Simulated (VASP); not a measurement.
# SiO2 in VASP: settings compared

SiO2 is run at these levels: r2SCAN, HSE06; tasks: single point.

Program: VASP 6.6.1. These are calculated values, not measurements. Logs are shortened: lines on timing, memory, paths and dates and some standing lists are left out, and cuts for length are marked.

### Step 1. The cell of the first run

The structure is trigonal, space group R-3m (No. 166). The conventional cell has a = 3.250 Å, b = 3.250 Å, c = 7.473 Å, α = 90.00°, β = 90.00°, γ = 120.00°. Within 2.5 Å of Si (site symmetry -3m) lie 8 O at 1.86 to 1.98 Å. Within 2.5 Å of O (site symmetry 3m) lie 4 Si at 1.86 to 1.98 Å and 6 O at 2.25 to 2.26 Å.

### Step 2. Single point, r2SCAN (epitaxial 111 strain +1.5%)

File POSCAR:

```
SiO2
1.0
   -0.0938886735      2.2042429805      2.2042429805
    2.2042429805     -0.0938886735      2.2042429805
    2.2042429805      2.2042429805     -0.0938886735
Si O
1 2
Direct
    0.0000000000      0.0000000000      0.0000000000
    0.2492576383      0.2492576383      0.2492576383
    0.7507423617      0.7507423617      0.7507423617
```

File INCAR.step1:

```
PREC     = Accurate       # precision mode
ENCUT    = 520            # plane-wave cutoff, eV
ISMEAR   = 0              # smearing method
SIGMA    = 0.01           # smearing width, eV
LREAL    = F              # projectors in reciprocal space
LASPH    = T              # aspherical terms in the spheres
NELM     = 80             # most SCF steps
NBANDS   = 15             # bands
GGA      = PE             # functional
ALGO     = Normal         # electronic algorithm
EDIFF    = 1E-4           # SCF threshold, eV
LWAVE    = T              # write WAVECAR
LCHARG   = F              # write CHGCAR
```

File INCAR.step2:

```
PREC     = Accurate       # precision mode
ENCUT    = 520            # plane-wave cutoff, eV
EDIFF    = 1E-7           # SCF threshold, eV
ISMEAR   = 0              # smearing method
SIGMA    = 0.01           # smearing width, eV
LREAL    = F              # projectors in reciprocal space
LASPH    = T              # aspherical terms in the spheres
NELM     = 80             # most SCF steps
ALGO     = Normal         # electronic algorithm
ISIF     = 2              # what is computed and relaxed
LWAVE    = F              # write WAVECAR
LCHARG   = F              # write CHGCAR
METAGGA  = R2SCAN         # meta-GGA
LMIXTAU  = T            
NBANDS   = 15             # bands
ISTART   = 1
```

File KPOINTS:

```
regular mesh
0
Gamma
  10 10 10
```

Potentials or basis: VASP PAW PBE potentials, release 64 (Si, O).

Command:

```bash
$ cat potpaw_PBE.64/Si/POTCAR potpaw_PBE.64/O/POTCAR > POTCAR
$ cp INCAR.step1 INCAR
$ mpirun -np 1 vasp_std > vasp.out
$ cp INCAR.step2 INCAR
$ mpirun -np 1 vasp_std > vasp.out
```

OUTCAR:

```text
PREC = Accurate
   ENCUT = 520
   EDIFF = 1E-7
   ISMEAR = 0
   LREAL = F
   LASPH = T
   NELM = 80
   ISIF = 2
   METAGGA = R2SCAN
   ISTART = 1

 ion  position               nearest neighbor table
   1  0.000  0.000  0.000-   2 1.86   3 1.86   3 1.98   3 1.98   2 1.98   2 1.98   3 1.98   2 1.98

   2  0.249  0.249  0.249-   1 1.86   1 1.98   1 1.98   1 1.98
   3  0.751  0.751  0.751-   1 1.86   1 1.98   1 1.98   1 1.98

  LATTYP: Found a trigonal (rhomboedric) cell.
 ALAT       =     3.1186839079
 COS(alpha) =     0.4569909214

  Lattice vectors:

 A1 = (  -0.0938886735,   2.2042429805,   2.2042429805)
 A2 = (   2.2042429805,  -0.0938886735,   2.2042429805)
 A3 = (   2.2042429805,   2.2042429805,  -0.0938886735)

Analysis of symmetry for initial positions (statically):
=====================================================================
 Subroutine PRICEL returns:
 Original cell was already a primitive cell.

 Routine SETGRP: Setting up the symmetry group for a
 trigonal (rhombohedral) supercell.

 Subroutine GETGRP returns: Found 12 space group operations
 (whereof 12 operations were pure point group operations)
 out of a pool of 12 trial point group operations.

The static configuration has the point symmetry D_3d.

Analysis of symmetry for dynamics (positions and initial velocities):
=====================================================================
 Subroutine PRICEL returns:
 Original cell was already a primitive cell.

 Routine SETGRP: Setting up the symmetry group for a
 trigonal (rhombohedral) supercell.

 Subroutine GETGRP returns: Found 12 space group operations
 (whereof 12 operations were pure point group operations)
 out of a pool of 12 trial point group operations.

The dynamic configuration has the point symmetry D_3d.

 Subroutine INISYM returns: Found 12 space group operations
 (whereof 12 operations are pure point group operations),
 and found     1 'primitive' translations

----------------------------------------------------------------------------------------

                                     Primitive cell

  volume of cell :      22.7872

  direct lattice vectors                    reciprocal lattice vectors
    -0.093888674  2.204242981  2.204242981    -0.212833606  0.222302474  0.222302474
     2.204242981 -0.093888674  2.204242981     0.222302474 -0.212833606  0.222302474
     2.204242981  2.204242981 -0.093888674     0.222302474  0.222302474 -0.212833606

  length of vectors
     3.118683908  3.118683908  3.118683908     0.379651055  0.379651055  0.379651055

  position of ions in fractional coordinates (direct lattice)
     0.000000000  0.000000000  0.000000000
     0.249257638  0.249257638  0.249257638
     0.750742362  0.750742362  0.750742362

  ion indices of the primitive-cell ions
   primitive index   ion index
                 1           1
                 2           2
                 3           3

----------------------------------------------------------------------------------------

 KPOINTS: regular mesh

Automatic generation of k-mesh.
 Grid dimensions read from file:
 generate k-points for:   10   10   10

 Generating k-lattice:

  Cartesian coordinates                     Fractional coordinates (reciprocal lattice)
    -0.021283361  0.022230247  0.022230247     0.100000000  0.000000000  0.000000000
     0.022230247 -0.021283361  0.022230247     0.000000000  0.100000000  0.000000000
     0.022230247  0.022230247 -0.021283361     0.000000000  0.000000000  0.100000000

  Length of vectors
     0.037965106  0.037965106  0.037965106

  Shift w.r.t. Gamma in fractional coordinates (k-lattice)
     0.000000000  0.000000000  0.000000000

 Subroutine IBZKPT returns following result:
 ===========================================

 Found    116 irreducible k-points:

 Following reciprocal coordinates:
            Coordinates               Weight
  0.000000  0.000000  0.000000      1.000000
  0.100000  0.000000  0.000000      6.000000
  0.200000  0.000000  0.000000      6.000000
  0.300000  0.000000 -0.000000      6.000000
  0.400000  0.000000  0.000000      6.000000
  0.500000 -0.000000 -0.000000      3.000000
[... 16 lines left out ...]
  0.300000  0.300000 -0.000000      6.000000
  0.400000  0.300000  0.000000     12.000000
 [... further k-points ...]
   k-points           NKPTS =    116   k-points in BZ     NKDIM =    116   number of bands    NBANDS=     15
   number of dos      NEDOS =    301   number of ions     NIONS =      3
   total plane-waves  NPLWV =  13824
   dimension x,y,z NGX =    24 NGY =   24 NGZ =   24
   dimension x,y,z NGXF=    48 NGYF=   48 NGZF=   48
   ions per type =               1   2
   NGX,Y,Z   is equivalent  to a cutoff of  12.79, 12.79, 12.79 a.u.
   NGXF,Y,Z  is equivalent  to a cutoff of  25.59, 25.59, 25.59 a.u.
 SYSTEM =  unknown system
   PREC   = accura    normal or accurate (medium, high low for compatibility)
   ISTART =      1    job   : 0-new  1-cont  2-samecut
   ICHARG =      0    charge: 1-file 2-atom 10-const
   ISPIN  =      1    spin polarized calculation?
   LNONCOLLINEAR =      F non collinear calculations
   LSORBIT =      F    spin-orbit coupling
   LASPH  =      T    aspherical Exc in radial PAW
   ENCUT  =  520.0 eV  38.22 Ry    6.18 a.u.   5.80  5.80  5.80*2*pi/ulx,y,z
   NELM   =     80;   NELMIN=  2; NELMDL=  0     # of ELM steps
   EDIFF  = 0.1E-06   stopping-criterion for ELM
   LREAL  =      F    real-space projection
   EDIFFG = 0.1E-05   stopping-criterion for IOM
   NSW    =      0    number of steps for IOM
   IBRION =     -1    ionic relax: 0-MD 1-quasi-New 2-CG
   NFREE  =      0    steps in history (QN), initial steepest desc. (CG)
   ISIF   =      2    stress and relaxation
   ISYM   =      2    0-nonsym 1-usesym 2-fastsym
   POTIM  = 0.5000    time-step for ionic-motion
   TEBEG  =    0.0;   TEEND  =   0.0 temperature during run
   PSTRESS=    0.0 pullay stress
   NELECT =      16.0000    total number of electrons
   NUPDOWN=      -1.0000    fix difference up-down
   EMIN   =  10.00;   EMAX   =-10.00  energy-range for DOS
   EFERMI =   0.00;   METHOD = LEGACY
   ISMEAR =     0;   SIGMA  =   0.01  broadening in eV -4-tet -1-fermi 0-gaus
   EFERMI_NEDOS =   21; number of points for ismear=-14 and -15
   IALGO  =     38    algorithm
   IMIX   =      4    mixing-type and parameters
     AMIX     =   0.40;   BMIX     =  1.00
     AMIX_MAG =   1.60;   BMIX_MAG =  1.00
  volume/ion in A,a.u.               =       7.60        51.26
  Fermi-wavevector in a.u.,A,eV,Ry     =   1.455073  2.749689 28.806767  2.117238
  Thomas-Fermi vector in A             =   2.572150
   LORBIT       =      0    0 simple, 1 ext, 2 COOP (PROOUT), +10 PAW based schemes
   METAGGA = R2SCAN    functional components
   LHFCALC =     F    Hartree Fock is set to
   AEXX    =    0.0000 exact exchange contribution
   IVDW    =     0    specifies the selected vdW correction
   LEPSILON=     F    determine dielectric tensor
   LRPA    =     F    only Hartree local field effects (RPA)
 non-spin polarized calculation
 Gauss-broadening in eV      SIGMA  =   0.01
  energy-cutoff  :      520.00
  volume of cell :       22.79
 maximum number of plane-waves:       628
   NGX = 11   NGY = 11   NGZ = 11

 number of electron      16.0000008 magnetization

 Free energy of the ion-electron system (eV)
  ---------------------------------------------------
  ext. energy  EPLUGINS =         0.00000000
  ---------------------------------------------------
  free energy    TOTEN  =       -25.80482977 eV

  energy without entropy =      -25.80482977  energy(sigma->0) =      -25.80482977

 E-fermi :   9.7104     XC(G=0): -13.1833

 val. band max:        9.6288727656   @ k =   0.5000   0.5000  -0.0000
 cond. band min:      12.4726645645   @ k =   0.5000   0.5000  -0.0000
 fundamental gap:      2.8437917989
 Fermi energy:         9.7104136098

 k-point     1 :       0.0000    0.0000    0.0000
  band No.  band energies     occupation
      1     -14.6539      2.00000
      2      -7.5532      2.00000
      3       3.3794      2.00000
      4       3.3794      2.00000
      5       3.6848      2.00000
      6       6.7668      2.00000
      7       7.5541      2.00000
      8       7.5541      2.00000
      9      12.9226      0.00000
     10      15.8489      0.00000
     11      15.8489      0.00000
     12      17.7616      0.00000
     13      23.2211      0.00000
     14      23.2211      0.00000
     15      25.3321      0.00000

 k-point     2 :       0.1000    0.0000    0.0000
  band No.  band energies     occupation
      1     -14.5085      2.00000
      2      -7.7567      2.00000
      3       3.3257      2.00000
      4       3.4111      2.00000
      5       3.6613      2.00000
      6       6.5366      2.00000
      7       7.1346      2.00000
      8       7.3461      2.00000
      9      13.5628      0.00000
     10      16.0446      0.00000
     11      16.1126      0.00000
     12      17.9565      0.00000
     13      23.4854      0.00000
     14      23.5451      0.00000
     15      25.8800      0.00000

 k-point     3 :       0.2000    0.0000    0.0000
  band No.  band energies     occupation
      1     -14.0803      2.00000
      2      -8.3390      2.00000
      3       3.1194      2.00000
      4       3.5206      2.00000
      5       3.6903      2.00000
      6       5.8260      2.00000
      7       6.4654      2.00000
      8       6.7961      2.00000
      9      14.7828      0.00000
     10      16.7720      0.00000
     11      16.8790      0.00000
     12      18.6324      0.00000
     13      24.0854      0.00000
     14      24.3390      0.00000
     15      27.0403      0.00000

 k-point     4 :       0.3000    0.0000   -0.0000
  band No.  band energies     occupation
      1     -13.3931      2.00000
      2      -9.2202      2.00000
      3       2.8551      2.00000
      4       3.7398      2.00000
      5       3.7953      2.00000
      6       5.0244      2.00000
      7       5.8526      2.00000
      8       6.0690      2.00000
      9      15.7339      0.00000
     10      18.0446      0.00000
     11      18.1734      0.00000
     12      19.7897      0.00000
     13      24.5279      0.00000
     14      25.1164      0.00000
     15      27.6179      0.00000
[... 307 lines left out ...]
 k-point    22 :      -0.2000    0.2000    0.0000
  band No.  band energies     occupation
      1     -13.2032      2.00000
      2      -9.2930      2.00000
      3       1.1409      2.00000
      4       4.0245      2.00000
      5       4.4782      2.00000
      6       4.5879      2.00000
      7       4.9572      2.00000
      8       8.1878      2.00000
      9      15.5589      0.00000
     10      18.0265      0.00000
     11      18.5825      0.00000
     12      20.4596      0.00000
     13      23.1161      0.00000
     14      25.6350      0.00000
     15      29.0234      0.00000

 k-point    23 :       0.3000    0.3000   -0.0000
  band No.  band energies     occupation
      1     -13.0564      2.00000
      2      -8.9669      2.00000
      3       0.6653      2.00000
      4       1.5933      2.00000
      5       1.9530      2.00000
      6       7.2987      2.00000
      7       7.9280      2.00000
      8       8.3902      2.00000
      9      13.3442      0.00000
     10      16.9769      0.00000
     11      20.5912      0.00000
     12      21.4886      0.00000
     13      23.9070      0.00000
     14      25.8144      0.00000
     15      31.2949      0.00000

 k-point    24 :       0.4000    0.3000    0.0000
  band No.  band energies     occupation
      1     -12.5220      2.00000
      2      -9.3746      2.00000
      3      -0.3808      2.00000
      4       1.3903      2.00000
      5       1.7842      2.00000
      6       7.8658      2.00000
      7       8.1015      2.00000
      8       8.3317      2.00000
      9      13.3178      0.00000
     10      17.9031      0.00000
     11      21.6453      0.00000
     12      22.3161      0.00000
     13      23.4933      0.00000
     14      26.5838      0.00000
     15      30.3124      0.00000

 [... further k-points ...]
[... 5 lines left out ...]
  --------------------------------------------------------------------------------------
  -------------------------------------------------------------------------------------
  Total        1.0457158      1.0457158      1.0457158     -0.4857754     -0.4857754     -0.4857754
  in kB       73.5248520     73.5248520     73.5248520    -34.1551344    -34.1551344    -34.1551344
  external PRESSURE =      73.5248520 kB  Pullay stress =       0.0000000 kB

 VOLUME and BASIS-vectors are now :
 -----------------------------------------------------------------------------
  energy-cutoff  :      520.00
  volume of cell :       22.79
      direct lattice vectors                 reciprocal lattice vectors
    -0.093888674  2.204242981  2.204242981    -0.212833606  0.222302474  0.222302474
     2.204242981 -0.093888674  2.204242981     0.222302474 -0.212833606  0.222302474
     2.204242981  2.204242981 -0.093888674     0.222302474  0.222302474 -0.212833606

 POSITION                                       TOTAL-FORCE (eV/Angst)
 -----------------------------------------------------------------------------------
      0.00000      0.00000      0.00000        -0.000000      0.000000     -0.000000
      1.07545      1.07545      1.07545         0.005808      0.005808      0.005808
      3.23915      3.23915      3.23915        -0.005808     -0.005808     -0.005808
 -----------------------------------------------------------------------------------
    total drift:                                0.000000      0.000000     -0.000000

  FREE ENERGIE OF THE ION-ELECTRON SYSTEM (eV)
  ---------------------------------------------------
  free  energy   TOTEN  =       -25.8048297728 eV

  energy  without entropy=      -25.8048297728  energy(sigma->0) =      -25.80482977
```

It took 2.2 min on 1 thread of Intel Xeon 8259CL, shared host; peak memory 0.16 GiB.

What came out:

- Free energy: -25.8048 eV
- Pressure: 7.4 GPa
- Largest force: 0.010 eV/Å
- Band gap on the k mesh: 2.84 eV

Forces in eV/Å, atoms in the order of the input:
```
Si   0.000  0.000  0.000
O    0.006  0.006  0.006
O   -0.006 -0.006 -0.006
```

Levels at points of the mesh, in eV from the valence-band top:
| k point | band 5 | band 6 | band 7 | band 8 | band 9 | band 10 | band 11 | band 12 |
| --- | --- | --- | --- | --- | --- | --- | --- | --- |
| (0.00, 0.00, 0.00) | -5.94 | -2.86 | -2.07 | -2.07 | 3.29 | 6.22 | 6.22 | 8.13 |
| (0.50, 0.00, 0.00) | -5.15 | -5.07 | -4.83 | -4.63 | 7.02 | 10.39 | 10.61 | 12.22 |
| (0.50, 0.50, 0.00) | -8.33 | -1.31 | -0.82 | 0.00 | 2.84 | 9.32 | 12.34 | 13.95 |
| (0.50, 0.50, 0.50) | -5.76 | -5.44 | -4.71 | -4.71 | 7.50 | 11.23 | 11.41 | 11.41 |

Caveat: the cell differs from its parent crystal (epitaxial 111 strain +1.5%); the cell stands under pressure; the PAW data sets were made with another functional, which shifts forces and pressure a little.

### Step 3. Single point, HSE06 (strain -2.0%)

File POSCAR:

```
SiO2
1.0
    0.0000000000      2.2188857349      2.2188857349
    2.2188857349      0.0000000000      2.2188857349
    2.2188857349      2.2188857349      0.0000000000
Si O
1 2
Direct
    0.0000000000      0.0000000000      0.0000000000
    0.2500000000      0.2500000000      0.2500000000
    0.7500000000      0.7500000000      0.7500000000
```

File INCAR.step1:

```
SYSTEM = SiO2
PREC     = Accurate       ! precision mode
ENCUT    = 520            ! plane-wave cutoff, eV
EDIFF    = 1E-5           ! SCF threshold, eV
ISMEAR   = 0              ! smearing method
SIGMA    = 0.01           ! smearing width, eV
LREAL    = .False.        ! projectors in reciprocal space
LASPH    = .True.         ! aspherical terms in the spheres
NELM     = 60             ! most SCF steps
ALGO     = Normal         ! electronic algorithm
ISIF     = 2              ! what is computed and relaxed
LWAVE    = .True.         ! write WAVECAR
LCHARG   = .False.        ! write CHGCAR
NBANDS   = 15             ! bands
GGA      = PE             ! functional
```

File INCAR.step2:

```
SYSTEM = SiO2
PREC     = Accurate       ! precision mode
ENCUT    = 520            ! plane-wave cutoff, eV
EDIFF    = 1E-6           ! SCF threshold, eV
ISMEAR   = 0              ! smearing method
SIGMA    = 0.01           ! smearing width, eV
LREAL    = .False.        ! projectors in reciprocal space
LASPH    = .True.         ! aspherical terms in the spheres
NELM     = 60             ! most SCF steps
ALGO     = Normal         ! electronic algorithm
ISIF     = 2              ! what is computed and relaxed
LWAVE    = .False.        ! write WAVECAR
LCHARG   = .False.        ! write CHGCAR
GGA      = PE             ! functional
LHFCALC  = .True.         ! exact exchange
HFSCREEN = 0.2079         ! screening, 1/A
PRECFOCK = Normal       
NBANDS   = 15             ! bands
ISTART   = 1
```

File KPOINTS:

```
Automatic mesh
0
Gamma
  6 6 6
  0 0 0
```

Potentials or basis: VASP PAW PBE potentials, release 64 (Si, O).

Command:

```bash
$ cat potpaw_PBE.64/Si/POTCAR potpaw_PBE.64/O/POTCAR > POTCAR
$ cp INCAR.step1 INCAR
$ mpirun -np 1 vasp_std > vasp.out
$ cp INCAR.step2 INCAR
$ mpirun -np 1 vasp_std > vasp.out
```

Run time: 30 min. Hardware: 1 thread of Intel Xeon 8259CL, shared host; peak memory 0.24 GiB.

It converged, with:

- Free energy: -24.9632 eV
- Pressure: 17.2 GPa
- Band gap on the k mesh: 3.65 eV

Levels at points of the mesh, in eV from the valence-band top:
```tsv
k point	band 4	band 5	band 6	band 7	band 8	band 9	band 10	band 11	band 12	band 13
(0.00, 0.00, 0.00)	-6.75	-6.75	-2.61	-2.61	-2.61	4.71	7.80	7.80	7.80	14.35
(0.50, 0.00, 0.00)	-6.05	-6.05	-5.73	-5.25	-5.25	8.66	12.15	12.74	12.74	16.01
(0.50, 0.50, 0.00)	-9.37	-9.37	-1.18	-1.18	0.00	3.65	10.88	13.90	15.95	15.95
```

Caveat: the cell differs from its parent crystal (strain -2.0%); the cell stands under pressure; the PAW data sets were made with another functional, which shifts forces and pressure a little.
